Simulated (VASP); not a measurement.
# V (Im-3m) in VASP: a series of runs

The runs below take V through relaxation of cell and atoms, with PBE.

All numbers are computed with VASP 6.6.1; they aren't measurements. Logs are shortened: lines on timing, memory, paths and dates and some standing lists are left out, and cuts for length are marked.

### Step 1. The cell of the first run

The structure is cubic, space group Im-3m (No. 229). The conventional cell has a = 2.659 Å, b = 2.659 Å, c = 2.659 Å, α = 90.00°, β = 90.00°, γ = 90.00°. V (site symmetry m-3m) has 14 V at 2.30 to 2.66 Å within 3.0 Å.

### Step 2. Relaxation of cell and atoms, PBE, target pressure 130 GPa, at which the enthalpy is minimised

File INCAR:

```
SYSTEM = V
PREC     = Accurate       ! precision mode
ENCUT    = 600            ! plane-wave cutoff, eV
EDIFF    = 1E-7           ! SCF threshold, eV
ISMEAR   = -1             ! smearing method
SIGMA    = 0.1            ! smearing width, eV
LREAL    = .False.        ! projectors in reciprocal space
LASPH    = .True.         ! aspherical terms in the spheres
NELM     = 100            ! most SCF steps
ALGO     = Normal         ! electronic algorithm
ISIF     = 3              ! what is computed and relaxed
LWAVE    = .False.        ! write WAVECAR
LCHARG   = .False.        ! write CHGCAR
GGA      = PE             ! functional
IBRION   = 2              ! ionic algorithm
NSW      = 60             ! ionic steps
EDIFFG   = -0.005         ! ionic threshold
PSTRESS  = 1300.0
```

File KPOINTS:

```
regular mesh
0
Gamma
  20 20 20
  0 0 0
```

File POSCAR:

```
V
1.0
   -1.3293619687      1.3293619687      1.3293619687
    1.3293619687     -1.3293619687      1.3293619687
    1.3293619687      1.3293619687     -1.3293619687
V
1
Direct
    0.0000000000      0.0000000000      0.0000000000
```

Potentials or basis: VASP PAW PBE potentials, release 64 (V_sv).

On the command line:

```bash
cat potpaw_PBE.64/V_sv/POTCAR > POTCAR
mpirun -np 1 vasp_std > vasp.out
```

OUTCAR:

```text
SYSTEM = V
   PREC = Accurate
   ENCUT = 600
   EDIFF = 1E-7
   ISMEAR = -1
   LREAL = .False.
   LASPH = .True.
   NELM = 100
   ISIF = 3
   GGA = PE
   IBRION = 2
   NSW = 60
   EDIFFG = -0.005
   PSTRESS = 1300.0

 ion  position               nearest neighbor table
   1  0.000  0.000  0.000-

  LATTYP: Found a body centered cubic cell.
 ALAT       =     2.6587239374

  Lattice vectors:

 A1 = (  -1.3293619687,   1.3293619687,   1.3293619687)
 A2 = (   1.3293619687,  -1.3293619687,   1.3293619687)
 A3 = (   1.3293619687,   1.3293619687,  -1.3293619687)

Analysis of symmetry for initial positions (statically):
=====================================================================
 Subroutine PRICEL returns:
 Original cell was already a primitive cell.

 Routine SETGRP: Setting up the symmetry group for a
 body centered cubic supercell.

 Subroutine GETGRP returns: Found 48 space group operations
 (whereof 48 operations were pure point group operations)
 out of a pool of 48 trial point group operations.

The static configuration has the point symmetry O_h .

Analysis of symmetry for dynamics (positions and initial velocities):
=====================================================================
 Subroutine PRICEL returns:
 Original cell was already a primitive cell.

 Routine SETGRP: Setting up the symmetry group for a
 body centered cubic supercell.

 Subroutine GETGRP returns: Found 48 space group operations
 (whereof 48 operations were pure point group operations)
 out of a pool of 48 trial point group operations.

The dynamic configuration has the point symmetry O_h .

 Subroutine INISYM returns: Found 48 space group operations
 (whereof 48 operations are pure point group operations),
 and found     1 'primitive' translations

----------------------------------------------------------------------------------------

                                     Primitive cell

  volume of cell :       9.3970

  direct lattice vectors                    reciprocal lattice vectors
    -1.329361969  1.329361969  1.329361969     0.000000000  0.376120283  0.376120283
     1.329361969 -1.329361969  1.329361969     0.376120283  0.000000000  0.376120283
     1.329361969  1.329361969 -1.329361969     0.376120283  0.376120283  0.000000000

  length of vectors
     2.302522471  2.302522471  2.302522471     0.531914405  0.531914405  0.531914405

  position of ions in fractional coordinates (direct lattice)
     0.000000000  0.000000000  0.000000000

  ion indices of the primitive-cell ions
   primitive index   ion index
                 1           1

----------------------------------------------------------------------------------------

 KPOINTS: regular mesh

Automatic generation of k-mesh.
 Grid dimensions read from file:
 generate k-points for:   20   20   20

 Generating k-lattice:

  Cartesian coordinates                     Fractional coordinates (reciprocal lattice)
     0.000000000  0.018806014  0.018806014     0.050000000  0.000000000  0.000000000
     0.018806014  0.000000000  0.018806014     0.000000000  0.050000000  0.000000000
     0.018806014  0.018806014  0.000000000     0.000000000  0.000000000  0.050000000

  Length of vectors
     0.026595720  0.026595720  0.026595720

  Shift w.r.t. Gamma in fractional coordinates (k-lattice)
     0.000000000  0.000000000  0.000000000

 Subroutine IBZKPT returns following result:
 ===========================================

 Found    256 irreducible k-points:

 Following reciprocal coordinates:
            Coordinates               Weight
  0.000000  0.000000  0.000000      1.000000
  0.050000  0.000000  0.000000     12.000000
  0.100000  0.000000  0.000000     12.000000
  0.150000  0.000000  0.000000     12.000000
  0.200000  0.000000  0.000000     12.000000
  0.250000  0.000000  0.000000     12.000000
[... 16 lines left out ...]
  0.200000  0.100000  0.000000     48.000000
  0.250000  0.100000 -0.000000     48.000000
 [... further k-points ...]
   k-points           NKPTS =    256   k-points in BZ     NKDIM =    256   number of bands    NBANDS=     10
   number of dos      NEDOS =    301   number of ions     NIONS =      1
   total plane-waves  NPLWV =   5832
   dimension x,y,z NGX =    18 NGY =   18 NGZ =   18
   dimension x,y,z NGXF=    36 NGYF=   36 NGZF=   36
   ions per type =               1
   NGX,Y,Z   is equivalent  to a cutoff of  13.00, 13.00, 13.00 a.u.
   NGXF,Y,Z  is equivalent  to a cutoff of  25.99, 25.99, 25.99 a.u.
 SYSTEM =  V
   PREC   = accura    normal or accurate (medium, high low for compatibility)
   ISTART =      0    job   : 0-new  1-cont  2-samecut
   ICHARG =      2    charge: 1-file 2-atom 10-const
   ISPIN  =      1    spin polarized calculation?
   LNONCOLLINEAR =      F non collinear calculations
   LSORBIT =      F    spin-orbit coupling
   LASPH  =      T    aspherical Exc in radial PAW
   ENCUT  =  600.0 eV  44.10 Ry    6.64 a.u.   4.60  4.60  4.60*2*pi/ulx,y,z
   NELM   =    100;   NELMIN=  2; NELMDL= -5     # of ELM steps
   EDIFF  = 0.1E-06   stopping-criterion for ELM
   LREAL  =      F    real-space projection
   EDIFFG = -.5E-02   stopping-criterion for IOM
   NSW    =     60    number of steps for IOM
   IBRION =      2    ionic relax: 0-MD 1-quasi-New 2-CG
   NFREE  =      1    steps in history (QN), initial steepest desc. (CG)
   ISIF   =      3    stress and relaxation
   ISYM   =      2    0-nonsym 1-usesym 2-fastsym
   POTIM  = 0.5000    time-step for ionic-motion
   TEBEG  =    0.0;   TEEND  =   0.0 temperature during run
   PSTRESS= 1300.0 pullay stress
   NELECT =      13.0000    total number of electrons
   NUPDOWN=      -1.0000    fix difference up-down
   EMIN   =  10.00;   EMAX   =-10.00  energy-range for DOS
   EFERMI =   0.00;   METHOD = LEGACY
   ISMEAR =    -1;   SIGMA  =   0.10  broadening in eV -4-tet -1-fermi 0-gaus
   EFERMI_NEDOS =   21; number of points for ismear=-14 and -15
   IALGO  =     38    algorithm
   IMIX   =      4    mixing-type and parameters
     AMIX     =   0.40;   BMIX     =  1.00
     AMIX_MAG =   1.60;   BMIX_MAG =  1.00
  volume/ion in A,a.u.               =       9.40        63.41
  Fermi-wavevector in a.u.,A,eV,Ry     =   1.824145  3.447134 45.273456  3.327505
  Thomas-Fermi vector in A             =   2.879941
   LORBIT       =      0    0 simple, 1 ext, 2 COOP (PROOUT), +10 PAW based schemes
   GGA     = PE    functional components
   LHFCALC =     F    Hartree Fock is set to
   AEXX    =    0.0000 exact exchange contribution
   IVDW    =     0    specifies the selected vdW correction
   LEPSILON=     F    determine dielectric tensor
   LRPA    =     F    only Hartree local field effects (RPA)
 conjugate gradient relaxation of ions
 non-spin polarized calculation
  energy-cutoff  :      600.00
  volume of cell :        9.40
 maximum number of plane-waves:       329
   NGX =  9   NGY =  9   NGZ =  9

--------------------------------------- Ionic step        1  -------------------------------------------

 number of electron      13.0000004 magnetization

 Free energy of the ion-electron system (eV)
  ---------------------------------------------------
  ext. energy  EPLUGINS =         0.00000000
  ---------------------------------------------------
  free energy    TOTEN  =        -7.78358539 eV

  energy without entropy =       -7.74485898  energy(sigma->0) =       -7.76422219

------------------------ aborting loop because EDIFF is reached ----------------------------------------

  FORCE on cell =-STRESS in cart. coord.  units (eV):
  Direction    XX          YY          ZZ          XY          YZ          ZX
  --------------------------------------------------------------------------------------
  -------------------------------------------------------------------------------------
  Total        7.4981218      7.4981218      7.4981218      0.0000000      0.0000000      0.0000000
  in kB     1278.4193426   1278.4193426   1278.4193426      0.0000000      0.0000000      0.0000000
  external PRESSURE =     -21.5806574 kB  Pullay stress =    1300.0000000 kB
[... 59 lines left out ...]
  enthalpy is  TOTEN    =        -0.1554169707 eV   P V=        7.4858717426

--------------------------------------- Ionic step        3  -------------------------------------------

 number of electron      13.0000006 magnetization

 Free energy of the ion-electron system (eV)
  ---------------------------------------------------
  ext. energy  EPLUGINS =         0.00000000
  ---------------------------------------------------
  free energy    TOTEN  =        -7.75588091 eV

  energy without entropy =       -7.71726138  energy(sigma->0) =       -7.73657115

 E-fermi :  15.0879     XC(G=0): -15.0079

 val. band max:       15.0853886461   @ k =   0.1000   0.0000   0.0000
 cond. band min:      15.0954315087   @ k =  -0.2000   0.2000   0.1500
 fundamental gap:      0.0100428626
 Fermi energy:        15.0878831297

 k-point     1 :       0.0000    0.0000    0.0000
  band No.  band energies     occupation
      1     -48.6024      2.00000
      2     -20.8044      2.00000
      3     -20.8044      2.00000
      4     -20.8044      2.00000
      5       8.1416      2.00000
      6      15.3714      0.11085
      7      15.3714      0.11085
      8      15.3714      0.11085
      9      18.4917      0.00000
     10      18.4917      0.00000
[... 287 lines left out ...]
 k-point    24 :       0.2500    0.1000   -0.0000
  band No.  band energies     occupation
      1     -48.0760      2.00000
      2     -22.5998      2.00000
      3     -21.3573      2.00000
      4     -20.9198      2.00000
      5      11.2534      2.00000
      6      13.6457      2.00000
      7      14.9004      1.73409
      8      17.9164      0.00000
      9      19.0688      0.00000
     10      19.6551      0.00000

 [... further k-points ...]
[... 5 lines left out ...]
  --------------------------------------------------------------------------------------
  -------------------------------------------------------------------------------------
  Total        7.5957664      7.5957664      7.5957664      0.0000000      0.0000000     -0.0000000
  in kB     1299.8303550   1299.8303550   1299.8303550      0.0000000      0.0000000     -0.0000000
  external PRESSURE =      -0.1696450 kB  Pullay stress =    1300.0000000 kB
[... 16 lines left out ...]
  FREE ENERGIE OF THE ION-ELECTRON SYSTEM (eV)
  ---------------------------------------------------
  free  energy   TOTEN  =        -7.7558809141 eV

  energy  without entropy=       -7.7172613779  energy(sigma->0) =       -7.73657115

  enthalpy is  TOTEN    =        -0.1591231446 eV   P V=        7.5967577695

 reached required accuracy - stopping structural energy minimisation
```

Run time: 24 s. Hardware: 1 thread of Intel Xeon 6975P-C (Granite Rapids), shared host; peak memory 0.15 GiB.

What came out:

| Quantity | Value |
| --- | --- |
| Free energy | -7.7559 eV |
| Relaxed volume | 9.36 Å³/atom |
| Relaxed cell | a = 2.300 Å, b = 2.300 Å, c = 2.300 Å, α = 109.47°, β = 109.47°, γ = 109.47° |
| Space group after relaxing (to 0.05 Å) | Im-3m (No. 229) |
| Energy change on relaxing (the enthalpy is what falls) | +27.7 meV/atom |
| Ionic steps | 3 |
| Pressure after relaxing | 130.0 GPa |

Step by step:
```csv
step,energy change (eV),largest force (eV/Å),pressure (GPa),volume (Å³)
1,0.0000,0.0000,127.84,9.40
2,0.1423,0.0000,138.78,9.23
3,0.0277,0.0000,129.98,9.36
```

Final structure:
```
V
1.0
    -1.32774    1.32774    1.32774
     1.32774   -1.32774    1.32774
     1.32774    1.32774   -1.32774
V
1
Direct
  0.00000 0.00000 0.00000
```

Levels at points of the mesh, in eV from the Fermi level:
| k point | band 3 | band 4 | band 5 | band 6 | band 7 | band 8 | band 9 | band 10 |
| --- | --- | --- | --- | --- | --- | --- | --- | --- |
| (0.00, 0.00, 0.00) | -35.89 | -35.89 | -6.95 | 0.28 | 0.28 | 0.28 | 3.40 | 3.40 |
| (0.50, 0.00, 0.00) | -36.66 | -35.94 | -4.76 | -2.22 | 3.57 | 3.69 | 4.11 | 6.38 |
| (0.50, 0.50, 0.50) | -37.60 | -37.60 | -5.27 | -5.27 | 5.70 | 5.70 | 5.70 | 14.40 |

Caveat: the cell is relaxed towards a set pressure, so the enthalpy falls and the energy may rise.

### Step 3. Relaxation of cell and atoms, PBE

This run uses another cell than the first one, of 13.48 Å³/atom, 1.434 times its volume.

File INCAR:

```
SYSTEM = V
  PREC = Accurate
  ENCUT = 600
  EDIFF = 1E-7
  ISMEAR = -1
  SIGMA = 0.1
  LREAL = .FALSE.
  LASPH = .TRUE.
  NELM = 60
  ALGO = Normal
  ISIF = 3
  LWAVE = .FALSE.
  LCHARG = .FALSE.
  GGA = PE
  IBRION = 2
  NSW = 60
  EDIFFG = -0.005
```

File KPOINTS:

```
regular mesh
0
G
  20 20 20
  0 0 0
```

File POSCAR:

```
V
1.0
   -1.4991847422      1.4991847422      1.4991847422
    1.4991847422     -1.4991847422      1.4991847422
    1.4991847422      1.4991847422     -1.4991847422
V
1
Direct
    0.0000000000      0.0000000000      0.0000000000
```

Potentials or basis: VASP PAW PBE potentials, release 64 (V_sv).

On the command line:

```bash
cat potpaw_PBE.64/V_sv/POTCAR > POTCAR
mpirun -np 1 vasp_std > vasp.out
```

OUTCAR:

```text
SYSTEM = V
   PREC = Accurate
   ENCUT = 600
   EDIFF = 1E-7
   ISMEAR = -1
   LREAL = .FALSE.
   LASPH = .TRUE.
   NELM = 60
   ISIF = 3
   GGA = PE
   IBRION = 2
   NSW = 60
   EDIFFG = -0.005

 ion  position               nearest neighbor table
   1  0.000  0.000  0.000-

  LATTYP: Found a body centered cubic cell.
 ALAT       =     2.9983694844

  Lattice vectors:

 A1 = (  -1.4991847422,   1.4991847422,   1.4991847422)
 A2 = (   1.4991847422,  -1.4991847422,   1.4991847422)
 A3 = (   1.4991847422,   1.4991847422,  -1.4991847422)

Analysis of symmetry for initial positions (statically):
=====================================================================
 Subroutine PRICEL returns:
 Original cell was already a primitive cell.

 Routine SETGRP: Setting up the symmetry group for a
 body centered cubic supercell.

 Subroutine GETGRP returns: Found 48 space group operations
 (whereof 48 operations were pure point group operations)
 out of a pool of 48 trial point group operations.

The static configuration has the point symmetry O_h .

Analysis of symmetry for dynamics (positions and initial velocities):
[... 166 lines left out ...]
  Total        0.0190567      0.0190567      0.0190567     -0.0000000     -0.0000000     -0.0000000
  in kB        2.2653357      2.2653357      2.2653357     -0.0000000     -0.0000000     -0.0000000
  external PRESSURE =       2.2653357 kB  Pullay stress =       0.0000000 kB
[... 57 lines left out ...]
--------------------------------------- Ionic step        3  -------------------------------------------

 number of electron      12.9999999 magnetization

 Free energy of the ion-electron system (eV)
  ---------------------------------------------------
  ext. energy  EPLUGINS =         0.00000000
  ---------------------------------------------------
  free energy    TOTEN  =        -9.02110212 eV

  energy without entropy =       -8.96449768  energy(sigma->0) =       -8.99279990

 E-fermi :   9.7046     XC(G=0): -12.8941

 val. band max:        9.7040733540   @ k =  -0.2000   0.2500   0.1500
 cond. band min:       9.7076437793   @ k =  -0.3500   0.4500   0.1500
 fundamental gap:      0.0035704253
 Fermi energy:         9.7046424857

 k-point     1 :       0.0000    0.0000    0.0000
  band No.  band energies     occupation
      1     -54.0324      2.00000
      2     -27.3364      2.00000
      3     -27.3364      2.00000
      4     -27.3364      2.00000
      5       3.1018      2.00000
      6      10.0992      0.03796
      7      10.0992      0.03796
      8      10.0992      0.03796
      9      12.1047      0.00000
     10      12.1047      0.00000
[... 287 lines left out ...]
 k-point    24 :       0.2500    0.1000    0.0000
  band No.  band energies     occupation
      1     -53.8967      2.00000
      2     -27.9392      2.00000
      3     -27.5302      2.00000
      4     -27.3707      2.00000
      5       6.1094      2.00000
      6       9.0391      1.99743
      7       9.4112      1.89902
      8      11.7295      0.00000
      9      12.3899      0.00000
     10      12.6491      0.00000

 [... further k-points ...]
[... 5 lines left out ...]
  --------------------------------------------------------------------------------------
  -------------------------------------------------------------------------------------
  Total        0.0005981      0.0005981      0.0005981      0.0000000      0.0000000      0.0000000
  in kB        0.0710097      0.0710097      0.0710097      0.0000000      0.0000000      0.0000000
  external PRESSURE =       0.0710097 kB  Pullay stress =       0.0000000 kB
[... 16 lines left out ...]
  FREE ENERGIE OF THE ION-ELECTRON SYSTEM (eV)
  ---------------------------------------------------
  free  energy   TOTEN  =        -9.0211021172 eV

  energy  without entropy=       -8.9644976831  energy(sigma->0) =       -8.99279990

 reached required accuracy - stopping structural energy minimisation
```

OSZICAR:

```text
N       E                     dE             d eps       ncg     rms          rms(c)
DAV:   1     0.939891079899E+02    0.93989E+02   -0.78654E+03  5120   0.157E+03
[... 23 lines left out ...]
DAV:   1    -0.902165001549E+01   -0.56562E-03   -0.11269E-02  5120   0.188E+00    0.252E-01
DAV:   2    -0.902111142752E+01    0.53859E-03   -0.25414E-03  5134   0.736E-01    0.537E-02
DAV:   3    -0.902110547528E+01    0.59522E-05   -0.10435E-05  5120   0.531E-02    0.282E-02
DAV:   4    -0.902110243099E+01    0.30443E-05   -0.55259E-06  5126   0.335E-02    0.191E-03
DAV:   5    -0.902110223984E+01    0.19115E-06   -0.73039E-08  2612   0.405E-03    0.563E-04
DAV:   6    -0.902110210818E+01    0.13165E-06   -0.14082E-08  2560   0.199E-03    0.924E-05
DAV:   7    -0.902110211723E+01   -0.90458E-08   -0.77868E-10  2560   0.547E-04
   3 F= -.90211021E+01 E0= -.89927999E+01  d E =-.114660E-04
```

Wall time 29 s (1 thread of Intel Xeon 6975P-C (Granite Rapids), shared host); peak memory 0.17 GiB.

Results:

- Free energy: -9.0211 eV
- Relaxed volume: 13.49 Å³/atom
- Relaxed cell: a = 2.598 Å, b = 2.598 Å, c = 2.598 Å, α = 109.47°, β = 109.47°, γ = 109.47°
- Space group after relaxing (to 0.05 Å): Im-3m (No. 229)
- Energy gained by relaxing: 0.0 meV/atom
- Ionic steps: 3
- Pressure after relaxing: 0.0 GPa

Final structure:
```cif
data_structure
_symmetry_space_group_name_H-M 'P 1'
_symmetry_Int_Tables_number 1
_cell_length_a 2.5977
_cell_length_b 2.5977
_cell_length_c 2.5977
_cell_angle_alpha 109.471
_cell_angle_beta 109.471
_cell_angle_gamma 109.471
_cell_volume 13.49
loop_
_atom_site_label
_atom_site_type_symbol
_atom_site_fract_x
_atom_site_fract_y
_atom_site_fract_z
_atom_site_occupancy
V1 V 0.00000 0.00000 0.00000 1
```
